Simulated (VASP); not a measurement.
Crystal: BP.

```
P B
1.0
     0.00000    2.28403    2.28403
     2.28403    0.00000    2.28403
     2.28403    2.28403    0.00000
P B
1 1
Direct
  0.75000 0.75000 0.75000
  0.00000 0.00000 0.00000
```

Base run:

```yaml
Program: VASP 6.6.1
Functional: b88 exchange, pbe correlation
Potentials_or_basis: VASP PAW PBE potentials, release 64 (P, B)
Cutoff: 500 eV
k_mesh: 10 × 10 × 10
Occupations: fermi-dirac, width 0.05 eV
Spin: no spin polarisation
```

Its results: band gap on the k mesh 1.27 eV (least direct gap 3.39 eV); pressure -2.0 GPa.

Task: The run is repeated on the same cell with these changes: functional from b88 exchange, pbe correlation to HF; cutoff from 500 eV to 520 eV; k mesh from 10 × 10 × 10 to 5 × 5 × 5. What comes out?

Result: Band gap on the k mesh 8.08 eV (least direct gap 10.90 eV); pressure 0.2 GPa.

Several settings changed at once.

Caveats: some runs use coarse meshes; the PAW data sets were made with another functional, which shifts forces and pressure a little; an odd mesh through Γ misses points on the zone boundary, where band edges can lie (at least some runs).
